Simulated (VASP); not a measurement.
Wanted: the native input for a VASP 6.6.1 run.

* Task: single point
* Functional: PBE
* Potentials or basis: VASP PAW PBE potentials, release 64 (Be, Te)
* Cutoff: 520 eV
* k mesh: 6 × 6 × 8
* Occupations: gaussian, width 0.1 eV
* Spin: no spin polarisation
* Dipole correction: no
* Further INCAR settings: ALGO = Normal; EDIFF = 1e-07; NBANDS = 43

The structure of Be3Te4 lies in POSCAR:

```
Be3Te4
1.0
   10.6667849810      0.0000000000      0.0000000000
   -5.3333924905      9.2377067702      0.0000000000
    0.0000000000      0.0000000000      3.9318145333
Be Te
6 8
Direct
    0.4027935808      0.1791187027      0.7500000000
    0.7763251218      0.5972064192      0.7500000000
    0.8208812973      0.2236748782      0.7500000000
    0.2236748782      0.4027935808      0.2500000000
    0.1791187027      0.7763251218      0.2500000000
    0.5972064192      0.8208812973      0.2500000000
    0.6666666667      0.3333333333      0.7500000000
    0.9662378837      0.3193668026      0.2500000000
    0.6806331974      0.6468710812      0.2500000000
    0.3531289188      0.0337621163      0.2500000000
    0.3333333333      0.6666666667      0.2500000000
    0.3193668026      0.3531289188      0.7500000000
    0.6468710812      0.9662378837      0.7500000000
    0.0337621163      0.6806331974      0.7500000000
```

These files were run (other wordings do the same):

INCAR

```
ALGO = Normal ; EDIFF = 1E-7
ENCUT = 520 ; GGA = PE
ISIF = 2 ; ISMEAR = 0
LASPH = True ; LCHARG = False
LREAL = False ; LWAVE = False
NBANDS = 43 ; NELM = 100
PREC = Accurate ; SIGMA = 0.1
```

KPOINTS

```
k-points
0
Gamma
  6 6 8
```

Potentials or basis: VASP PAW PBE potentials, release 64 (Be, Te).

Run with:

```bash
$ cat potpaw_PBE.64/Be/POTCAR potpaw_PBE.64/Te/POTCAR > POTCAR
$ mpirun -np 1 vasp_std > vasp.out
```

It gave:

The pressure is 0.1 GPa. The largest force is 0.006 eV/Å. The band gap on the k mesh is zero (bands 30 and 31 overlap by 1.21 eV).

Caveat: spin-orbit coupling is left out, which moves the levels of the heavy elements.

Run time: 8.2 min on 1 thread of Intel(R) Xeon(R) 6975P-C (Granite Rapids) (shared host), peak memory 0.77 GiB.
